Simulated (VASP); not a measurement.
A run of VASP 6.6.1 is set up as follows.

The input INCAR:

```
SYSTEM = SnO2
PREC     = Accurate       ! precision mode
ENCUT    = 520            ! plane-wave cutoff, eV
EDIFF    = 1E-7           ! SCF threshold, eV
ISMEAR   = 0              ! smearing method
SIGMA    = 0.02           ! smearing width, eV
LREAL    = .FALSE.        ! projectors in reciprocal space
LASPH    = .TRUE.         ! aspherical terms in the spheres
NELM     = 80             ! most SCF steps
ALGO     = Normal         ! electronic algorithm
ISIF     = 2              ! what is computed and relaxed
LWAVE    = .FALSE.        ! write WAVECAR
LCHARG   = .TRUE.         ! write CHGCAR
GGA      = PS             ! functional
LELF     = .TRUE.         ! ELF
LVHAR    = .TRUE.       
NBANDS   = 35             ! bands
```

The input KPOINTS:

```
Automatic mesh
0
G
  6 6 8
  0 0 0
```

The input POSCAR:

```
SnO2
1.0
    4.6928147350      0.0000000000      0.0000000000
    0.0000000000      4.6928147350      0.0000000000
    0.0000000000      0.0000000000      3.3569536550
Sn O
2 4
Direct
    0.5000000000      0.5000000000      0.5000000000
    0.0000000000      0.0000000000      0.0000000000
    0.1923858186      0.8076141814      0.5000000000
    0.8076141814      0.1923858186      0.5000000000
    0.3076141814      0.3076141814      0.0000000000
    0.6923858186      0.6923858186      0.0000000000
```

Potentials or basis: VASP PAW PBE potentials, release 64 (Sn_d, O).

Run with:

```bash
$ cat potpaw_PBE.64/Sn_d/POTCAR potpaw_PBE.64/O/POTCAR > POTCAR
$ mpirun -np 1 vasp_std > vasp.out
```

Q: Predict the pressure.

A: -3.3 GPa.

Q: What does it give for the band gap on the k mesh?

A: 0.62 eV.

Stress tensor (GPa, compression positive):
```
  0.53   0.00   0.00
  0.00   0.53   0.00
  0.00   0.00 -11.06
```

Caveat: the cell stands under tension; the PAW data sets were made with another functional, which shifts forces and pressure a little; spin-orbit coupling is left out, which moves the levels of the heavy elements.
